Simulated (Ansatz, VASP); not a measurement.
Given: the input of a run of VASP 6.6.1 on MnS.

INCAR

```
SYSTEM = MnS
ALGO     = Normal         ! electronic algorithm
EDIFF    = 1E-7           ! SCF threshold, eV
ENCUT    = 520            ! plane-wave cutoff, eV
GGA      = PE             ! functional
ISIF     = 2              ! what is computed and relaxed
ISMEAR   = 0              ! smearing method
ISPIN    = 2              ! spin polarisation
LASPH    = .TRUE.         ! aspherical terms in the spheres
LCHARG   = .FALSE.        ! write CHGCAR
LMAXMIX  = 4              ! l up to which the mixer works
LORBIT   = 11             ! projections on sites
LREAL    = .FALSE.        ! projectors in reciprocal space
LWAVE    = .FALSE.        ! write WAVECAR
MAGMOM   = 4 0            ! initial moments
NBANDS   = 20             ! bands
NELM     = 150            ! most SCF steps
PREC     = Accurate       ! precision mode
SIGMA    = 0.024          ! smearing width, eV
```

File KPOINTS:

```
k-points
0
G
  9 9 9
  0 0 0
```

The input POSCAR:

```
MnS
1.0
    0.0000000000      2.6045000000      2.6045000000
    2.6045000000      0.0000000000      2.6045000000
    2.6045000000      2.6045000000      0.0000000000
Mn S
1 1
Direct
    0.0000000000      0.0000000000      0.0000000000
    0.5000000000      0.5000000000      0.5000000000
```

Potentials or basis: VASP PAW PBE potentials, release 64 (Mn_pv, S).

Run with:

```console
$ cat potpaw_PBE.64/Mn_pv/POTCAR potpaw_PBE.64/S/POTCAR > POTCAR
$ mpirun -np 1 vasp_std > vasp.out
```

Question: Translate it to Ansatz 0.2.0. Potentials there: all-electron LAPW, scalar-relativistic.

Answer: As run (the cutoff follows the program's own potentials):

input.yaml

```yaml
crystal:
  lattice:
    - [0.0, 2.6045, 2.6045]
    - [2.6045, 0.0, 2.6045]
    - [2.6045, 2.6045, 0.0]
  atoms:
    - { symbol: Mn, position: [0.0, 0.0, 0.0], spin: 4.0 }
    - { symbol: S, position: [0.5, 0.5, 0.5] }
kpoints:
  mp_grid: { grid: [9, 9, 9] }
scf:
  occupations: { method: gaussian, width: 0.024 }
hamiltonian:
  xc: pbe
  pseudopotentials: { kind: all_electron, lapw: { basis_error: 0.001 } }
magnetization:
  spin_polarized: true
output:
  forces: true
  stress: true
  eigenvalues: true
```

Potentials or basis: all-electron LAPW, scalar-relativistic.

Run with:

```bash
$ ansatz run input.yaml --threads 2 --pin off --max-ram 6144MiB --backend cpu --events-out ev --progress --plain --runs-dir out
```

Both were run:

|  | VASP | Ansatz | Ansatz less VASP |
| --- | --- | --- | --- |
| gap on the k mesh at the Fermi level (eV) | none | none | - |
| pressure (GPa) | -2.8 | -2.8 | +0.02 |
| net moment per atom (μB) | 2.36 | 2.36 | 0.000 |
| size of the moment on the site where the two differ most (μB) | 4.26 | 4.44 | +0.176 |

Site moments also hang on the region over which each program counts them. A gap of «none» marks a metal or a gap that the smearing closes. Ansatz ran all-electron here, and VASP with PAW potentials.
